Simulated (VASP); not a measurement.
# Si3As (Im-3m) in VASP: notebook

Si3As is run at these levels: PBE; tasks: relaxation of cell and atoms, single point.

Everything below comes from runs of VASP 6.6.1. Logs are shortened: lines on timing, memory, paths and dates and some standing lists are left out, and cuts for length are marked.

## (1) The cell of the first run

It takes space group Im-3m (No. 229, cubic). The conventional cell has a = 5.468 Å, b = 5.468 Å, c = 5.468 Å, α = 90.00°, β = 90.00°, γ = 90.00°. Si (site symmetry 4/mmm) has 4 Si at 2.73 Å and 2 As at 2.73 Å within 3.6 Å. As (site symmetry m-3m) has 6 Si at 2.73 Å within 3.6 Å.

## (2) Relaxation of cell and atoms, PBE

Contents of INCAR:

```
SYSTEM = Si3As
PREC = Accurate
ENCUT = 600
EDIFF = 1E-6
ISMEAR = 0
SIGMA = 0.1
LREAL = .False.
LASPH = .True.
NELM = 100
ALGO = Normal
ISIF = 3
LWAVE = .False.
LCHARG = .False.
GGA = PE
IBRION = 2
NSW = 90
EDIFFG = -0.04
```

Contents of KPOINTS:

```
Automatic mesh
0
Gamma
  4 4 4
  0 0 0
```

Contents of POSCAR:

```
Si3As
1.0
   -2.7338143800      2.7338143800      2.7338143800
    2.7338143800     -2.7338143800      2.7338143800
    2.7338143800      2.7338143800     -2.7338143800
Si As
3 1
Direct
    0.0000000000      0.5000000000      0.5000000000
    0.5000000000      0.0000000000      0.5000000000
    0.5000000000      0.5000000000      0.0000000000
    0.0000000000      0.0000000000      0.0000000000
```

Potentials or basis: VASP PAW PBE potentials, release 64 (Si, As).

Started as:

```console
> cat potpaw_PBE.64/Si/POTCAR potpaw_PBE.64/As/POTCAR > POTCAR
> mpirun -np 1 vasp_std > vasp.out
```

OUTCAR:

```text
SYSTEM = Si3As
   PREC = Accurate
   ENCUT = 600
   EDIFF = 1E-6
   ISMEAR = 0
   LREAL = .False.
   LASPH = .True.
   NELM = 100
   ISIF = 3
   GGA = PE
   IBRION = 2
   NSW = 90
   EDIFFG = -0.04

 ion  position               nearest neighbor table
   1  0.000  0.500  0.500-   2 2.73   3 2.73   4 2.73   4 2.73   3 2.73   2 2.73
   2  0.500  0.000  0.500-   1 2.73   3 2.73   4 2.73   3 2.73   4 2.73   1 2.73
   3  0.500  0.500  0.000-   1 2.73   2 2.73   4 2.73   2 2.73   1 2.73   4 2.73
   4  0.000  0.000  0.000-   1 2.73   2 2.73   3 2.73   1 2.73   2 2.73   3 2.73

  LATTYP: Found a body centered cubic cell.
 ALAT       =     5.4676287600

  Lattice vectors:

 A1 = (  -2.7338143800,   2.7338143800,   2.7338143800)
 A2 = (   2.7338143800,  -2.7338143800,   2.7338143800)
 A3 = (   2.7338143800,   2.7338143800,  -2.7338143800)

Analysis of symmetry for initial positions (statically):
=====================================================================
 Subroutine PRICEL returns:
 Original cell was already a primitive cell.

 Routine SETGRP: Setting up the symmetry group for a
 body centered cubic supercell.

 Subroutine GETGRP returns: Found 48 space group operations
 (whereof 48 operations were pure point group operations)
 out of a pool of 48 trial point group operations.

The static configuration has the point symmetry O_h .

Analysis of symmetry for dynamics (positions and initial velocities):
=====================================================================
 Subroutine PRICEL returns:
 Original cell was already a primitive cell.

 Routine SETGRP: Setting up the symmetry group for a
 body centered cubic supercell.

 Subroutine GETGRP returns: Found 48 space group operations
 (whereof 48 operations were pure point group operations)
 out of a pool of 48 trial point group operations.

The dynamic configuration has the point symmetry O_h .

 Subroutine INISYM returns: Found 48 space group operations
 (whereof 48 operations are pure point group operations),
 and found     1 'primitive' translations

----------------------------------------------------------------------------------------

                                     Primitive cell

  volume of cell :      81.7273

  direct lattice vectors                    reciprocal lattice vectors
    -2.733814380  2.733814380  2.733814380     0.000000000  0.182894641  0.182894641
     2.733814380 -2.733814380  2.733814380     0.182894641  0.000000000  0.182894641
     2.733814380  2.733814380 -2.733814380     0.182894641  0.182894641  0.000000000

  length of vectors
     4.735105405  4.735105405  4.735105405     0.258652082  0.258652082  0.258652082

  position of ions in fractional coordinates (direct lattice)
     0.000000000  0.500000000  0.500000000
     0.500000000  0.000000000  0.500000000
     0.500000000  0.500000000  0.000000000
     0.000000000  0.000000000  0.000000000

  ion indices of the primitive-cell ions
   primitive index   ion index
                 1           1
                 2           2
                 3           3
                 4           4

----------------------------------------------------------------------------------------

 KPOINTS: Automatic mesh

Automatic generation of k-mesh.
 Grid dimensions read from file:
 generate k-points for:    4    4    4

 Generating k-lattice:

  Cartesian coordinates                     Fractional coordinates (reciprocal lattice)
     0.000000000  0.045723660  0.045723660     0.250000000  0.000000000  0.000000000
     0.045723660  0.000000000  0.045723660     0.000000000  0.250000000  0.000000000
     0.045723660  0.045723660  0.000000000     0.000000000  0.000000000  0.250000000

  Length of vectors
     0.064663020  0.064663020  0.064663020

  Shift w.r.t. Gamma in fractional coordinates (k-lattice)
     0.000000000  0.000000000  0.000000000

 Subroutine IBZKPT returns following result:
 ===========================================

 Found      8 irreducible k-points:

 Following reciprocal coordinates:
            Coordinates               Weight
  0.000000  0.000000  0.000000      1.000000
  0.250000  0.000000  0.000000     12.000000
  0.500000  0.000000  0.000000      6.000000
  0.250000  0.250000  0.000000     24.000000
  0.250000  0.250000  0.250000      2.000000
 -0.250000  0.250000  0.250000      6.000000
  0.500000  0.500000  0.250000     12.000000
  0.500000  0.500000  0.500000      1.000000
   k-points           NKPTS =      8   k-points in BZ     NKDIM =      8   number of bands    NBANDS=     12
   number of dos      NEDOS =    301   number of ions     NIONS =      4
   total plane-waves  NPLWV =  64000
   dimension x,y,z NGX =    40 NGY =   40 NGZ =   40
   dimension x,y,z NGXF=    80 NGYF=   80 NGZF=   80
   ions per type =               3   1
   NGX,Y,Z   is equivalent  to a cutoff of  14.04, 14.04, 14.04 a.u.
   NGXF,Y,Z  is equivalent  to a cutoff of  28.09, 28.09, 28.09 a.u.
 SYSTEM =  Si3As
   PREC   = accura    normal or accurate (medium, high low for compatibility)
   ISTART =      0    job   : 0-new  1-cont  2-samecut
   ICHARG =      2    charge: 1-file 2-atom 10-const
   ISPIN  =      1    spin polarized calculation?
   LNONCOLLINEAR =      F non collinear calculations
   LSORBIT =      F    spin-orbit coupling
   LASPH  =      T    aspherical Exc in radial PAW
   ENCUT  =  600.0 eV  44.10 Ry    6.64 a.u.   9.46  9.46  9.46*2*pi/ulx,y,z
   NELM   =    100;   NELMIN=  2; NELMDL= -5     # of ELM steps
   EDIFF  = 0.1E-05   stopping-criterion for ELM
   LREAL  =      F    real-space projection
   EDIFFG = -.4E-01   stopping-criterion for IOM
   NSW    =     90    number of steps for IOM
   IBRION =      2    ionic relax: 0-MD 1-quasi-New 2-CG
   NFREE  =      1    steps in history (QN), initial steepest desc. (CG)
   ISIF   =      3    stress and relaxation
   ISYM   =      2    0-nonsym 1-usesym 2-fastsym
   POTIM  = 0.5000    time-step for ionic-motion
   TEBEG  =    0.0;   TEEND  =   0.0 temperature during run
   PSTRESS=    0.0 pullay stress
   NELECT =      17.0000    total number of electrons
   NUPDOWN=      -1.0000    fix difference up-down
   EMIN   =  10.00;   EMAX   =-10.00  energy-range for DOS
   EFERMI =   0.00;   METHOD = LEGACY
   ISMEAR =     0;   SIGMA  =   0.10  broadening in eV -4-tet -1-fermi 0-gaus
   EFERMI_NEDOS =   21; number of points for ismear=-14 and -15
   IALGO  =     38    algorithm
   IMIX   =      4    mixing-type and parameters
     AMIX     =   0.40;   BMIX     =  1.00
     AMIX_MAG =   1.60;   BMIX_MAG =  1.00
  volume/ion in A,a.u.               =      20.43       137.88
  Fermi-wavevector in a.u.,A,eV,Ry     =   0.969993  1.833022 12.801548  0.940887
  Thomas-Fermi vector in A             =   2.100092
   LORBIT       =      0    0 simple, 1 ext, 2 COOP (PROOUT), +10 PAW based schemes
   GGA     = PE    functional components
   LHFCALC =     F    Hartree Fock is set to
   AEXX    =    0.0000 exact exchange contribution
   IVDW    =     0    specifies the selected vdW correction
   LEPSILON=     F    determine dielectric tensor
   LRPA    =     F    only Hartree local field effects (RPA)
 conjugate gradient relaxation of ions
 non-spin polarized calculation
 Gauss-broadening in eV      SIGMA  =   0.10
  energy-cutoff  :      600.00
  volume of cell :       81.73
 maximum number of plane-waves:      2760
 NGX is ok and might be reduce to    40
   NGX = 19   NGY = 19   NGZ = 19

--------------------------------------- Ionic step        1  -------------------------------------------

 number of electron      17.0000000 magnetization

 Free energy of the ion-electron system (eV)
  ---------------------------------------------------
  ext. energy  EPLUGINS =         0.00000000
  ---------------------------------------------------
  free energy    TOTEN  =       -19.13218615 eV

  energy without entropy =      -19.10594299  energy(sigma->0) =      -19.11906457

 E-fermi :   5.2908     XC(G=0):  -9.8525

 val. band max:        5.2464832167   @ k =   0.2500   0.2500   0.0000
 cond. band min:       5.4770291855   @ k =   0.5000   0.5000   0.5000
 fundamental gap:      0.2305459688
 Fermi energy:         5.2907574423

 k-point     1 :       0.0000    0.0000    0.0000
  band No.  band energies     occupation
      1      -6.9673      2.00000
      2      -1.2555      2.00000
      3       1.6036      2.00000
      4       1.6036      2.00000
      5       2.4876      2.00000
      6       2.4876      2.00000
      7       2.4876      2.00000
      8       3.3500      2.00000
      9       3.3500      2.00000
     10       3.3500      2.00000
     11       8.1211      0.00000
     12       8.1211      0.00000
[... 176 lines left out ...]
  energy  without entropy=      -19.6389331340  energy(sigma->0) =      -19.64767038

--------------------------------------- Ionic step        3  -------------------------------------------

 number of electron      17.0000000 magnetization

 Free energy of the ion-electron system (eV)
  ---------------------------------------------------
  ext. energy  EPLUGINS =         0.00000000
  ---------------------------------------------------
  free energy    TOTEN  =       -19.66631755 eV

  energy without entropy =      -19.64878361  energy(sigma->0) =      -19.65755058

 E-fermi :   7.3192     XC(G=0): -10.5780

 val. band max:        7.1829375079   @ k =   0.2500   0.2500   0.0000
 cond. band min:       7.3605513258   @ k =   0.2500   0.0000   0.0000
 fundamental gap:      0.1776138179
 Fermi energy:         7.3192094179

 k-point     1 :       0.0000    0.0000    0.0000
  band No.  band energies     occupation
      1      -6.3602      2.00000
      2       0.9166      2.00000
      3       3.8176      2.00000
      4       3.8176      2.00000
      5       3.8176      2.00000
      6       3.9663      2.00000
      7       3.9663      2.00000
      8       4.8158      2.00000
      9       4.8158      2.00000
     10       4.8158      2.00000
     11       9.3946      0.00000
     12       9.3946      0.00000
[... 134 lines left out ...]
  FREE ENERGIE OF THE ION-ELECTRON SYSTEM (eV)
  ---------------------------------------------------
  free  energy   TOTEN  =       -19.6663175534 eV

  energy  without entropy=      -19.6487836092  energy(sigma->0) =      -19.65755058

 reached required accuracy - stopping structural energy minimisation
```

Run time: 27 s. Hardware: 1 thread of Intel Xeon Platinum 8259CL at 2.50GHz (Skylake/Cascade Lake), shared host; peak memory 0.24 GiB.

Results:

| Quantity | Value |
| --- | --- |
| Free energy | -19.6663 eV |
| Relaxed volume | 17.08 Å³/atom |
| Relaxed cell | a = 4.460 Å, b = 4.460 Å, c = 4.460 Å, α = 109.47°, β = 109.47°, γ = 109.47° |
| Space group after relaxing (to 0.05 Å) | Im-3m (No. 229) |
| Energy gained by relaxing | 133.5 meV/atom |
| Ionic steps | 3 |
| Pressure after relaxing | 0.2 GPa |

The path:
| step | energy change (eV) | largest force (eV/Å) | pressure (GPa) | volume (Å³) |
| --- | --- | --- | --- | --- |
| 1 | 0.0000 | 0.0000 | -10.50 | 81.73 |
| 2 | -0.5242 | 0.0000 | 2.12 | 66.89 |
| 3 | -0.5341 | 0.0000 | 0.17 | 68.30 |

Final structure:
```
CELL_PARAMETERS angstrom
-2.57506 2.57506 2.57506
2.57506 -2.57506 2.57506
2.57506 2.57506 -2.57506
ATOMIC_POSITIONS crystal
Si 0.00000 0.50000 0.50000
Si 0.50000 0.00000 0.50000
Si 0.50000 0.50000 0.00000
As 0.00000 0.00000 0.00000
```

Caveat: the k points lie up to 0.43 Å⁻¹ apart in the final cell; the volume moved by over 15 % at a fixed basis, so the end points are rough.

## (3) Single point, PBE

This run uses another cell than the first one, of 17.09 Å³/atom, 0.836 times its volume.

Contents of INCAR:

```
SYSTEM = Si3As
PREC = Accurate ; ENCUT = 520
EDIFF = 1E-7 ; ISMEAR = 0
SIGMA = 0.1 ; LREAL = .False.
LASPH = .True. ; NELM = 100
ALGO = Normal ; ISIF = 2
LWAVE = .False. ; LCHARG = .False.
GGA = PE ; NBANDS = 16
```

Contents of KPOINTS:

```
regular mesh
0
Gamma
  6 6 6
  0 0 0
```

Contents of POSCAR:

```
Si3As
1.0
   -2.5756389533      2.5756389533      2.5756389533
    2.5756389533     -2.5756389533      2.5756389533
    2.5756389533      2.5756389533     -2.5756389533
Si As
3 1
Direct
    0.0000000000      0.5000000000      0.5000000000
    0.5000000000      0.0000000000      0.5000000000
    0.5000000000      0.5000000000      0.0000000000
    0.0000000000      0.0000000000      0.0000000000
```

Potentials or basis: VASP PAW PBE potentials, release 64 (Si, As).

Started as:

```console
> cat potpaw_PBE.64/Si/POTCAR potpaw_PBE.64/As/POTCAR > POTCAR
> mpirun -np 1 vasp_std > vasp.out
```

Wall time 15 s (1 thread of Intel Xeon Platinum 8259CL at 2.50GHz (Skylake/Cascade Lake), shared host); peak memory 0.2 GiB.

Results (log left out):

- Free energy: -19.8514 eV
- Pressure: 0.0 GPa

Levels at points of the mesh, in eV from the Fermi level:
| k point | band 5 | band 6 | band 7 | band 8 | band 9 | band 10 | band 11 | band 12 | band 13 | band 14 |
| --- | --- | --- | --- | --- | --- | --- | --- | --- | --- | --- |
| (0.00, 0.00, 0.00) | -3.80 | -3.70 | -3.70 | -2.86 | -2.86 | -2.86 | 1.74 | 1.74 | 1.74 | 6.67 |
| (0.50, 0.00, 0.00) | -4.72 | -3.90 | -1.09 | -0.23 | 0.47 | 0.71 | 2.16 | 2.93 | 5.28 | 5.68 |
| (0.50, 0.50, 0.50) | -6.72 | -6.72 | -0.18 | -0.18 | -0.18 | 1.35 | 5.31 | 5.31 | 5.31 | 9.25 |

(Continued in part 2 of 2.)
